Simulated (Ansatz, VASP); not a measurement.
Two plane-wave programs on Sr3Pt

File INCAR:

```
SYSTEM = Sr3Pt
PREC = Accurate
ENCUT = 600
EDIFF = 1E-6
ISMEAR = 0
SIGMA = 0.1
LREAL = .FALSE.
LASPH = .TRUE.
NELM = 100
ALGO = Normal
ISIF = 3
LWAVE = .FALSE.
LCHARG = .FALSE.
GGA = PE
IBRION = 2
NSW = 100
EDIFFG = -0.01
```

KPOINTS

```
regular mesh
0
G
  10 10 10
  0 0 0
```

File POSCAR:

```
Sr3Pt
1.0
    5.1494839203      0.0000000000      0.0000000000
    0.0000000000      5.1494839203      0.0000000000
    0.0000000000      0.0000000000      5.1494839203
Sr Pt
3 1
Direct
    0.0000000000      0.5000000000      0.5000000000
    0.5000000000      0.0000000000      0.5000000000
    0.5000000000      0.5000000000      0.0000000000
    0.0000000000      0.0000000000      0.0000000000
```

Input for Ansatz:

```yaml
crystal:
  lattice:
    - [5.1494839203, 0.0, 0.0]
    - [0.0, 5.1494839203, 0.0]
    - [0.0, 0.0, 5.1494839203]
  atoms:
    - { symbol: Sr, position: [0.0, 0.5, 0.5] }
    - { symbol: Sr, position: [0.5, 0.0, 0.5] }
    - { symbol: Sr, position: [0.5, 0.5, 0.0] }
    - { symbol: Pt, position: [0.0, 0.0, 0.0] }
basis:
  ecutwfc: 420
kpoints:
  mp_grid: { grid: [10, 10, 10] }
hamiltonian:
  xc: pbe
scf:
  occupations: { method: gaussian, width: 0.1 }
output:
  forces: true
  stress: true
  eigenvalues: true
relax:
  adjacent_minimum: "off"
  f_tol: 0.01
  max_steps: 80
  cell: { stress_tol: 0.05 }
```

Change from the starting cell: species swapped into the SnPt3 type (Pm-3m, No. 221).

Alike in both runs: task relaxation of cell and atoms; functional PBE; k mesh 10 × 10 × 10; occupations gaussian, width 0.1 eV; no spin polarisation.

|  | VASP | Ansatz |
| --- | --- | --- |
| version | VASP 6.6.1 | Ansatz 0.2.0 |
| potentials or method | VASP PAW PBE potentials, release 64 (Sr_sv, Pt), cutoff 600 eV | scalar-relativistic, plane waves, PAW |
| valence electrons in the cell | 40 | 48 |

```tsv
	VASP	Ansatz	Ansatz less VASP
gap on the k mesh at the Fermi level, each at its own relaxed structure (eV)	none	none	-
relaxed volume (Å³/atom)	34.14	34.02	-0.114
relaxed length of the cell vector where the two differ most in proportion (Å)	5.149	5.144	-0.0058
```

A gap of «none» marks a metal or a gap that the smearing closes. VASP's potentials hold 40 valence electrons a cell and Ansatz's 48, so a difference there can come from the potentials and not from the codes.

Neither program's run includes spin-orbit coupling. Noted on VASP's run: the relaxation stopped at its first step, so nothing moved.
